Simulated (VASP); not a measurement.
ZrAl3B3N: relaxation of cell and atoms with PBE

ZrAl3B3N:

```
Zr Al B N
1.0
     4.91914    0.00000    0.00000
    -2.45957    4.26010    0.00000
     0.00000    0.00000    5.67893
Zr Al B N
1 3 3 1
Direct
  0.00000 0.00000 0.50000
  0.59321 0.00000 0.00000
  0.00000 0.59321 0.00000
  0.40679 0.40679 0.00000
  0.60951 0.00000 0.50000
  0.00000 0.60951 0.50000
  0.39049 0.39049 0.50000
  0.00000 0.00000 0.00000
```

The cell was generated, and may not be a known phase.

| Quantity | Value |
| --- | --- |
| Program | VASP 6.6.1 |
| Task | relaxation of cell and atoms |
| Functional | PBE |
| Potentials or basis | VASP PAW PBE potentials, release 64 (Zr_sv, Al, B, N) |
| Cutoff | 600 eV |
| k mesh | 3 × 3 × 2 |
| Occupations | gaussian, width 0.15 eV |
| Spin | no spin polarisation |
| Dipole correction | no |
| Further INCAR settings | ALGO = Normal; EDIFF = 1e-06; IBRION = 2; EDIFFG = -0.08; NSW = 36; ISIF = 3 |

```yaml
Relaxed_volume: 12.33 Å³/atom
Relaxed_cell: a = 5.024 Å, b = 5.024 Å, c = 4.513 Å, α = 90.00°, β = 90.00°, γ = 120.00°
Space_group_after_relaxing_to_0.1_Å: P-62m (No. 189)
Energy_gained_by_relaxing: 1032.8 meV/atom
Ionic_steps: 10
Pressure_after_relaxing: -0.2 GPa
Largest_force_after_relaxing: 0.063 eV/Å
Band_gap_on_the_k_mesh: zero (an odd number of electrons rules out a gap without spin polarisation)
```

Forces on the atoms (eV/Å):
```
Zr   0.000  0.000  0.000
Al   0.002  0.000  0.000
Al  -0.001  0.001  0.000
Al  -0.001 -0.001  0.000
B   -0.063  0.000  0.000
B    0.031 -0.054  0.000
B    0.031  0.054  0.000
N    0.000  0.000  0.000
```

Stress tensor (GPa, compression positive):
```
-0.13  0.00  0.00
 0.00 -0.13  0.00
 0.00  0.00 -0.47
```

The path:
```csv
step,energy change (eV),largest force (eV/Å),pressure (GPa),volume (Å³)
1,0.0000,7.1384,3.09,119.01
2,-5.6217,1.3802,-18.34,122.99
3,-6.0086,1.1871,-20.10,123.59
4,-7.4421,1.7550,15.97,91.87
5,-8.1372,0.5771,-2.74,101.71
6,-8.1372,0.5320,-3.30,102.13
7,-8.2541,0.2466,-0.43,99.16
8,-8.2582,0.1875,0.24,98.58
9,-8.2582,0.1805,0.31,98.51
10,-8.2626,0.0627,-0.24,98.68
```

Final structure:
```
CELL_PARAMETERS angstrom
5.02448 0.00000 0.00000
-2.51224 4.35133 0.00000
0.00000 0.00000 4.51334
ATOMIC_POSITIONS crystal
Zr 0.00000 0.00000 0.50000
Al 0.62238 0.00000 0.00000
Al 0.00000 0.62238 0.00000
Al 0.37762 0.37762 0.00000
B 0.50896 0.00000 0.50000
B 0.00000 0.50896 0.50000
B 0.49104 0.49104 0.50000
N 0.00000 0.00000 0.00000
```

Levels at points of the mesh, in eV from the Fermi level:
```tsv
k point	band 15	band 16	band 17	band 18	band 19	band 20	band 21	band 22
(0.00, 0.00, 0.00)	-0.80	-0.80	-0.46	-0.46	0.75	0.75	1.13	2.17
(0.00, 0.00, 0.50)	-2.36	-1.50	-1.43	-1.43	2.55	2.55	2.60	4.68
```

It took 2.2 min on 1 thread of Intel(R) Xeon(R) 6975P-C (Granite Rapids), with other jobs on the host, peak memory 0.29 GiB.

Caveat: the k points lie up to 0.70 Å⁻¹ apart in the final cell, too coarse for converged energies and pressures of a metal; the volume moved by over 15 % at a fixed basis, so the end points are rough; an odd number of electrons without spin polarisation forces a metal; a magnetic or distorted state may lie lower; the relaxation stopped at a loose force limit of 0.08 eV/Å, so its end isn't a converged minimum.
